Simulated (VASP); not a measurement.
Li: electric field gradients with LDA

The system is Li.

```
Li
1.0
    -1.76159    1.76159    1.76159
     1.76159   -1.76159    1.76159
     1.76159    1.76159   -1.76159
Li
1
Direct
  0.00000 0.00000 0.00000
```

```yaml
Program: VASP 6.6.1
Task: electric field gradients
Functional: LDA
Potentials_or_basis: VASP PAW LDA potentials, release 64 (Li_sv)
Cutoff: 520 eV
k_mesh: 13 × 13 × 13
Occupations: fermi-dirac, width 0.05 eV
Spin: no spin polarisation
Dipole_correction: no
Further_INCAR_settings: ALGO = Normal; EDIFF = 1e-08; NBANDS = 8
```

```json
{
  "Band gap on the k mesh": "zero (an odd number of electrons rules out a gap without spin polarisation)",
  "Largest electric field gradient by atom": "zero within the noise of the run"
}
```

Levels at points of the mesh, in eV from the Fermi level:
```csv
k point,band 1,band 2,band 3,band 4,band 5,band 6
"(0.00, 0.00, 0.00)",-45.82,-3.46,13.52,13.52,13.52,18.38
```

Run time: 13 s on 1 thread of Intel(R) Xeon(R) Platinum 8375C CPU @ 2.90GHz (Ice Lake), with other jobs on the host, peak memory 0.12 GiB.
